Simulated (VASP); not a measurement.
# BiTe (R-3m) in VASP: a series of runs

The runs below take BiTe through single point, with PBE.

Program: VASP 6.6.1. These are calculated values, not measurements. Logs are shortened: lines on timing, memory, paths and dates and some standing lists are left out, and cuts for length are marked.

## 1. The cell of the first run

The structure is trigonal, space group R-3m (No. 166). Conventional cell: a = 4.603 Å, b = 4.603 Å, c = 10.449 Å, α = 90.00°, β = 90.00°, γ = 120.00°. Within 4.2 Å of Bi (site symmetry -3m) lie 6 Te at 3.18 Å. Within 4.2 Å of Te (site symmetry -3m) lie 6 Bi at 3.18 Å.

## 2. Single point, PBE (strain -0.050 along x and y, +0.050 along z)

Contents of INCAR:

```
PREC = Accurate
ENCUT = 520
EDIFF = 1E-6
ISMEAR = 0
SIGMA = 0.15
LREAL = False
LASPH = True
NELM = 80
ALGO = Normal
ISIF = 2
LWAVE = False
LCHARG = False
GGA = PE
NBANDS = 18
```

Contents of KPOINTS:

```
regular mesh
0
Gamma
  12 12 12
```

Contents of POSCAR:

```
BiTe
1.0
    2.3015723842      1.3288134356      3.4831565522
   -2.3015723842      1.3288134356      3.4831565522
    0.0000000000     -2.6576268711      3.4831565522
Bi Te
1 1
Direct
    0.5000000000      0.5000000000      0.5000000000
    0.0000000000      0.0000000000      0.0000000000
```

Potentials or basis: VASP PAW PBE potentials, release 64 (Bi_d, Te).

On the command line:

```console
cat potpaw_PBE.64/Bi_d/POTCAR potpaw_PBE.64/Te/POTCAR > POTCAR
mpirun -np 1 vasp_std > vasp.out
```

OUTCAR:

```text
PREC = Accurate
   ENCUT = 520
   EDIFF = 1E-6
   ISMEAR = 0
   LREAL = False
   LASPH = True
   NELM = 80
   ISIF = 2
   GGA = PE

 ion  position               nearest neighbor table
   1  0.500  0.500  0.500-   2 3.18   2 3.18   2 3.18   2 3.18   2 3.18   2 3.18
   2  0.000  0.000  0.000-   1 3.18   1 3.18   1 3.18   1 3.18   1 3.18   1 3.18

  LATTYP: Found a trigonal (rhomboedric) cell.
 ALAT       =     4.3812509804
 COS(alpha) =     0.4480712633

  Lattice vectors:

 A1 = (   2.3015723842,   1.3288134356,   3.4831565522)
 A2 = (  -2.3015723842,   1.3288134356,   3.4831565522)
 A3 = (   0.0000000000,  -2.6576268711,   3.4831565522)

Analysis of symmetry for initial positions (statically):
=====================================================================
 Subroutine PRICEL returns:
 Original cell was already a primitive cell.

 Routine SETGRP: Setting up the symmetry group for a
 trigonal (rhombohedral) supercell.

 Subroutine GETGRP returns: Found 12 space group operations
 (whereof 12 operations were pure point group operations)
 out of a pool of 12 trial point group operations.

The static configuration has the point symmetry D_3d.

Analysis of symmetry for dynamics (positions and initial velocities):
=====================================================================
 Subroutine PRICEL returns:
 Original cell was already a primitive cell.

 Routine SETGRP: Setting up the symmetry group for a
 trigonal (rhombohedral) supercell.

 Subroutine GETGRP returns: Found 12 space group operations
 (whereof 12 operations were pure point group operations)
 out of a pool of 12 trial point group operations.

The dynamic configuration has the point symmetry D_3d.

 Subroutine INISYM returns: Found 12 space group operations
 (whereof 12 operations are pure point group operations),
 and found     1 'primitive' translations

----------------------------------------------------------------------------------------

                                     Primitive cell

  volume of cell :      63.9165

  direct lattice vectors                    reciprocal lattice vectors
     2.301572384  1.328813436  3.483156552     0.217242787  0.125425182  0.095698637
    -2.301572384  1.328813436  3.483156552    -0.217242787  0.125425182  0.095698637
     0.000000000 -2.657626871  3.483156552     0.000000000 -0.250850363  0.095698637

  length of vectors
     4.381250980  4.381250980  4.381250980     0.268484886  0.268484886  0.268484886

  position of ions in fractional coordinates (direct lattice)
     0.500000000  0.500000000  0.500000000
     0.000000000  0.000000000  0.000000000

  ion indices of the primitive-cell ions
   primitive index   ion index
                 1           1
                 2           2

----------------------------------------------------------------------------------------

 KPOINTS: regular mesh

Automatic generation of k-mesh.
 Grid dimensions read from file:
 generate k-points for:   12   12   12

 Generating k-lattice:

  Cartesian coordinates                     Fractional coordinates (reciprocal lattice)
     0.018103566  0.010452098  0.007974886     0.083333333 -0.000000000 -0.000000000
    -0.018103566  0.010452098  0.007974886    -0.000000000  0.083333333 -0.000000000
     0.000000000 -0.020904197  0.007974886    -0.000000000 -0.000000000  0.083333333

  Length of vectors
     0.022373740  0.022373740  0.022373740

  Shift w.r.t. Gamma in fractional coordinates (k-lattice)
     0.000000000  0.000000000  0.000000000

 Subroutine IBZKPT returns following result:
 ===========================================

 Found    189 irreducible k-points:

 Following reciprocal coordinates:
            Coordinates               Weight
  0.000000  0.000000  0.000000      1.000000
  0.083333 -0.000000  0.000000      6.000000
  0.166667 -0.000000 -0.000000      6.000000
  0.250000 -0.000000 -0.000000      6.000000
  0.333333 -0.000000 -0.000000      6.000000
  0.416667 -0.000000 -0.000000      6.000000
[... 16 lines left out ...]
  0.500000  0.166667 -0.000000     12.000000
 -0.416667  0.166667  0.000000     12.000000
 [... further k-points ...]
   k-points           NKPTS =    189   k-points in BZ     NKDIM =    189   number of bands    NBANDS=     18
   number of dos      NEDOS =    301   number of ions     NIONS =      2
   total plane-waves  NPLWV =  46656
   dimension x,y,z NGX =    36 NGY =   36 NGZ =   36
   dimension x,y,z NGXF=    72 NGYF=   72 NGZF=   72
   ions per type =               1   1
   NGX,Y,Z   is equivalent  to a cutoff of  13.66, 13.66, 13.66 a.u.
   NGXF,Y,Z  is equivalent  to a cutoff of  27.32, 27.32, 27.32 a.u.
 SYSTEM =  unknown system
   PREC   = accura    normal or accurate (medium, high low for compatibility)
   ISTART =      0    job   : 0-new  1-cont  2-samecut
   ICHARG =      2    charge: 1-file 2-atom 10-const
   ISPIN  =      1    spin polarized calculation?
   LNONCOLLINEAR =      F non collinear calculations
   LSORBIT =      F    spin-orbit coupling
   LASPH  =      T    aspherical Exc in radial PAW
   ENCUT  =  520.0 eV  38.22 Ry    6.18 a.u.   8.15  8.15  8.15*2*pi/ulx,y,z
   NELM   =     80;   NELMIN=  2; NELMDL= -5     # of ELM steps
   EDIFF  = 0.1E-05   stopping-criterion for ELM
   LREAL  =      F    real-space projection
   EDIFFG = 0.1E-04   stopping-criterion for IOM
   NSW    =      0    number of steps for IOM
   IBRION =     -1    ionic relax: 0-MD 1-quasi-New 2-CG
   NFREE  =      0    steps in history (QN), initial steepest desc. (CG)
   ISIF   =      2    stress and relaxation
   ISYM   =      2    0-nonsym 1-usesym 2-fastsym
   POTIM  = 0.5000    time-step for ionic-motion
   TEBEG  =    0.0;   TEEND  =   0.0 temperature during run
   PSTRESS=    0.0 pullay stress
   NELECT =      21.0000    total number of electrons
   NUPDOWN=      -1.0000    fix difference up-down
   EMIN   =  10.00;   EMAX   =-10.00  energy-range for DOS
   EFERMI =   0.00;   METHOD = LEGACY
   ISMEAR =     0;   SIGMA  =   0.15  broadening in eV -4-tet -1-fermi 0-gaus
   EFERMI_NEDOS =   21; number of points for ismear=-14 and -15
   IALGO  =     38    algorithm
   IMIX   =      4    mixing-type and parameters
     AMIX     =   0.40;   BMIX     =  1.00
     AMIX_MAG =   1.60;   BMIX_MAG =  1.00
  volume/ion in A,a.u.               =      31.96       215.66
  Fermi-wavevector in a.u.,A,eV,Ry     =   1.129649  2.134728 17.362497  1.276108
  Thomas-Fermi vector in A             =   2.266343
   LORBIT       =      0    0 simple, 1 ext, 2 COOP (PROOUT), +10 PAW based schemes
   GGA     = PE    functional components
   LHFCALC =     F    Hartree Fock is set to
   AEXX    =    0.0000 exact exchange contribution
   IVDW    =     0    specifies the selected vdW correction
   LEPSILON=     F    determine dielectric tensor
   LRPA    =     F    only Hartree local field effects (RPA)
 non-spin polarized calculation
 Gauss-broadening in eV      SIGMA  =   0.15
  energy-cutoff  :      520.00
  volume of cell :       63.92
 maximum number of plane-waves:      1740
 NGX is ok and might be reduce to    36
   NGX = 17   NGY = 17   NGZ = 17

 number of electron      20.9999998 magnetization

 Free energy of the ion-electron system (eV)
  ---------------------------------------------------
  ext. energy  EPLUGINS =         0.00000000
  ---------------------------------------------------
  free energy    TOTEN  =        -7.13230413 eV

  energy without entropy =       -7.11789320  energy(sigma->0) =       -7.12509866

 E-fermi :   7.3828     XC(G=0):  -9.6995

 val. band max:        7.3758390970   @ k =  -0.3333   0.2500   0.1667
 cond. band min:       7.3917875637   @ k =  -0.3333   0.5000   0.2500
 fundamental gap:      0.0159484667
 Fermi energy:         7.3827569124

 k-point     1 :       0.0000    0.0000    0.0000
  band No.  band energies     occupation
      1     -15.8298      2.00000
      2     -15.8298      2.00000
      3     -15.8234      2.00000
      4     -15.8234      2.00000
      5     -15.8128      2.00000
      6      -6.5611      2.00000
[... 10 lines left out ...]
     17      13.7884      0.00000
     18      13.8443      0.00000

 k-point     2 :       0.0833   -0.0000    0.0000
  band No.  band energies     occupation
      1     -15.8300      2.00000
      2     -15.8296      2.00000
      3     -15.8236      2.00000
      4     -15.8230      2.00000
      5     -15.8125      2.00000
      6      -6.4958      2.00000
[... 10 lines left out ...]
     17      14.2200      0.00000
     18      14.3020      0.00000

 k-point     3 :       0.1667   -0.0000   -0.0000
  band No.  band energies     occupation
      1     -15.8307      2.00000
      2     -15.8297      2.00000
      3     -15.8237      2.00000
      4     -15.8219      2.00000
      5     -15.8115      2.00000
      6      -6.3009      2.00000
[... 10 lines left out ...]
     17      15.1942      0.00000
     18      15.3940      0.00000

 k-point     4 :       0.2500   -0.0000   -0.0000
  band No.  band energies     occupation
      1     -15.8316      2.00000
      2     -15.8306      2.00000
      3     -15.8230      2.00000
      4     -15.8208      2.00000
      5     -15.8097      2.00000
      6      -5.9794      2.00000
[... 10 lines left out ...]
     17      16.3221      0.00000
     18      16.6504      0.00000

 k-point     5 :       0.3333   -0.0000   -0.0000
  band No.  band energies     occupation
      1     -15.8327      2.00000
      2     -15.8320      2.00000
      3     -15.8218      2.00000
      4     -15.8199      2.00000
      5     -15.8076      2.00000
      6      -5.5379      2.00000
[... 10 lines left out ...]
     17      16.8458      0.00000
     18      17.9381      0.00000

 k-point     6 :       0.4167   -0.0000   -0.0000
  band No.  band energies     occupation
      1     -15.8335      2.00000
      2     -15.8332      2.00000
      3     -15.8207      2.00000
      4     -15.8194      2.00000
      5     -15.8059      2.00000
      6      -4.9900      2.00000
[... 10 lines left out ...]
     17      16.1358      0.00000
     18      16.8841      0.00000

 k-point     7 :       0.5000   -0.0000   -0.0000
  band No.  band energies     occupation
      1     -15.8337      2.00000
      2     -15.8337      2.00000
      3     -15.8203      2.00000
      4     -15.8192      2.00000
      5     -15.8053      2.00000
      6      -4.4834      2.00000
[... 10 lines left out ...]
     17      16.0483      0.00000
     18      16.6683      0.00000

 k-point     8 :       0.0833    0.0833   -0.0000
  band No.  band energies     occupation
      1     -15.8306      2.00000
      2     -15.8294      2.00000
      3     -15.8236      2.00000
      4     -15.8224      2.00000
      5     -15.8125      2.00000
      6      -6.4720      2.00000
[... 10 lines left out ...]
     17      13.9704      0.00000
     18      14.1793      0.00000
[... 229 lines left out ...]
     17      14.2415      0.00000
     18      14.4131      0.00000

 k-point    20 :       0.2500    0.1667   -0.0000
  band No.  band energies     occupation
      1     -15.8351      2.00000
      2     -15.8283      2.00000
      3     -15.8239      2.00000
      4     -15.8180      2.00000
      5     -15.8099      2.00000
      6      -5.9772      2.00000
[... 10 lines left out ...]
     17      14.7115      0.00000
     18      15.0338      0.00000

 k-point    21 :       0.3333    0.1667   -0.0000
  band No.  band energies     occupation
      1     -15.8365      2.00000
      2     -15.8289      2.00000
      3     -15.8234      2.00000
      4     -15.8170      2.00000
      5     -15.8079      2.00000
      6      -5.6270      2.00000
[... 10 lines left out ...]
     17      15.6164      0.00000
     18      16.1788      0.00000

 k-point    22 :       0.4167    0.1667   -0.0000
  band No.  band energies     occupation
      1     -15.8371      2.00000
      2     -15.8301      2.00000
      3     -15.8225      2.00000
      4     -15.8165      2.00000
      5     -15.8061      2.00000
      6      -5.1711      2.00000
[... 10 lines left out ...]
     17      16.4450      0.00000
     18      17.2154      0.00000

 k-point    23 :       0.5000    0.1667   -0.0000
  band No.  band energies     occupation
      1     -15.8368      2.00000
      2     -15.8313      2.00000
      3     -15.8215      2.00000
      4     -15.8167      2.00000
      5     -15.8053      2.00000
      6      -4.6368      2.00000
[... 10 lines left out ...]
     17      16.5955      0.00000
     18      17.6726      0.00000

 k-point    24 :      -0.4167    0.1667    0.0000
  band No.  band energies     occupation
      1     -15.8355      2.00000
      2     -15.8323      2.00000
      3     -15.8207      2.00000
      4     -15.8174      2.00000
      5     -15.8058      2.00000
      6      -4.4513      2.00000
[... 10 lines left out ...]
     17      16.7810      0.00000
     18      17.6272      0.00000

 [... further k-points ...]
[... 5 lines left out ...]
  --------------------------------------------------------------------------------------
  -------------------------------------------------------------------------------------
  Total        1.5835612      1.5835612      1.3533728      0.0000000      0.0000000      0.0000000
  in kB       39.6947026     39.6947026     33.9246322      0.0000000      0.0000000      0.0000000
  external PRESSURE =      37.7713458 kB  Pullay stress =       0.0000000 kB

 VOLUME and BASIS-vectors are now :
 -----------------------------------------------------------------------------
  energy-cutoff  :      520.00
  volume of cell :       63.92
      direct lattice vectors                 reciprocal lattice vectors
     2.301572384  1.328813436  3.483156552     0.217242787  0.125425182  0.095698637
    -2.301572384  1.328813436  3.483156552    -0.217242787  0.125425182  0.095698637
     0.000000000 -2.657626871  3.483156552     0.000000000 -0.250850363  0.095698637

 POSITION                                       TOTAL-FORCE (eV/Angst)
 -----------------------------------------------------------------------------------
      0.00000      0.00000      5.22473        -0.000000     -0.000000      0.000000
      0.00000      0.00000      0.00000         0.000000      0.000000     -0.000000
 -----------------------------------------------------------------------------------
    total drift:                               -0.000000     -0.000000      0.000000

  FREE ENERGIE OF THE ION-ELECTRON SYSTEM (eV)
  ---------------------------------------------------
  free  energy   TOTEN  =        -7.1323041329 eV

  energy  without entropy=       -7.1178931958  energy(sigma->0) =       -7.12509866
```

It took 82 s on 1 thread of Intel Xeon 6975P-C (Granite Rapids), shared host; peak memory 0.36 GiB.

What came out:

- Free energy: -7.1323 eV
- Pressure: 3.8 GPa
- Band gap on the k mesh: zero (an odd number of electrons rules out a gap without spin polarisation)

Stress tensor (GPa, compression positive):
```
3.97 0.00 0.00
0.00 3.97 0.00
0.00 0.00 3.39
```

Levels at points of the mesh, in eV from the Fermi level:
| k point | band 6 | band 7 | band 8 | band 9 | band 10 | band 11 | band 12 | band 13 | band 14 | band 15 |
| --- | --- | --- | --- | --- | --- | --- | --- | --- | --- | --- |
| (0.00, 0.00, 0.00) | -13.94 | -7.96 | -2.93 | -2.93 | -2.25 | 2.10 | 2.38 | 2.38 | 4.27 | 4.27 |
| (0.50, 0.00, 0.00) | -11.87 | -11.52 | -2.06 | -1.93 | -1.41 | -0.90 | -0.75 | -0.29 | 7.21 | 7.35 |
| (0.50, 0.50, 0.00) | -11.99 | -9.98 | -6.06 | -4.55 | -4.02 | 2.05 | 3.68 | 3.90 | 5.28 | 8.69 |
| (0.50, 0.50, 0.50) | -11.70 | -11.32 | -2.28 | -2.28 | -1.93 | -1.23 | -1.04 | -1.04 | 7.72 | 8.26 |

Caveat: the cell differs from its parent crystal (strain -0.050 along x and y, +0.050 along z); the cell stands under pressure; spin-orbit coupling is left out, which moves the levels of the heavy elements.

(Continued in part 2 of 2.)
